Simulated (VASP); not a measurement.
Runs of VASP 6.6.1 on Al. The structure is that of space group Fm-3m (No. 225), or close to it. The cells are those of the table. 

| task | spin | cell | k mesh | cutoff (eV) | gap on the mesh (eV) | pressure (GPa) |
| --- | --- | --- | --- | --- | --- | --- |
| single point | off | a = 2.912 Å, angles 60.0°, 1 atom | 22 × 22 × 22 | 520 | none | -2.8 |
| single point | off | a = 2.754 Å, angles 60.0°, 1 atom | 22 × 22 × 22 | 520 | none | (b) |
| single point | off | a = 2.795 Å, angles 60.0°, 1 atom | 22 × 22 × 22 | 520 | none | (a) |
| single point | off | a = 2.874 Å, angles 60.0°, 1 atom | 22 × 22 × 22 | 520 | none | -0.1 |
| single point | off | a = 2.985 Å, angles 60.0°, 1 atom | 22 × 22 × 22 | 520 | none | -6.7 |
| single point | non-collinear, zero start, SOC | a = 2.874 Å, angles 60.0°, 1 atom | 13 × 13 × 13 | 500 | - | -0.2 |
| single point | off | a = 2.874 Å, angles 60.0°, 1 atom | 13 × 13 × 13 | 520 | none | -0.2 |
| single point | off | a = 2.835 Å, angles 60.0°, 1 atom | 22 × 22 × 22 | 520 | none | 3.3 |
| single point | off | a = 2.949 Å, angles 60.0°, 1 atom | 22 × 22 × 22 | 520 | none | -5.0 |
| relaxation of cell and atoms | off | relaxed from a = 2.863 Å, angles 60.0°, 1 atom | 13 × 13 × 13 | 600 | none | 0.0 |

Alike in all rows: level RPBE; potentials or basis VASP PAW PBE potentials, release 64 (Al); smearing fermi-dirac 0.1 eV.

Question: Estimate the missing entries.

Answer: (a) 7.5; (b) 12.8.

Caveats: the PAW data sets were made with another functional, which shifts forces and pressure a little.

A gap of «none» marks levels without a gap at the run's occupations.
